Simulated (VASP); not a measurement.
Input of a VASP 6.6.1 run:

Contents of INCAR:

```
ALGO = Normal ; EDIFF = 1E-7
ENCUT = 520 ; GGA = PE
ISIF = 2 ; ISMEAR = 0
LASPH = T ; LCHARG = F
LREAL = F ; LWAVE = F
NBANDS = 59 ; NELM = 60
PREC = Accurate ; SIGMA = 0.1
```

KPOINTS

```
k-points
0
Gamma
  4 4 4
```

The input POSCAR:

```
Cd7W
1.0
    0.0000000000      4.3523482050      4.3523482050
    4.3523482050      0.0000000000      4.3523482050
    4.3523482050      4.3523482050      0.0000000000
Cd W
7 1
Direct
    0.5000000000      0.0000000000      0.0000000000
    0.0000000000      0.5000000000      0.5000000000
    0.0000000000      0.5000000000      0.0000000000
    0.5000000000      0.0000000000      0.5000000000
    0.0000000000      0.0000000000      0.5000000000
    0.5000000000      0.5000000000      0.0000000000
    0.0000000000      0.0000000000      0.0000000000
    0.5000000000      0.5000000000      0.5000000000
```

Potentials or basis: VASP PAW PBE potentials, release 64 (Cd, W_sv).

Launch:

```sh
$ cat potpaw_PBE.64/Cd/POTCAR potpaw_PBE.64/W_sv/POTCAR > POTCAR
$ mpirun -np 1 vasp_std > vasp.out
```

Problem. What does it give for the band gap on the k mesh?

Solution. Zero (bands 49 and 50 overlap by 0.49 eV).

Problem. Predict the pressure.

Solution. 0.3 GPa.

Caveat: spin-orbit coupling is left out, which moves the levels of the heavy elements.
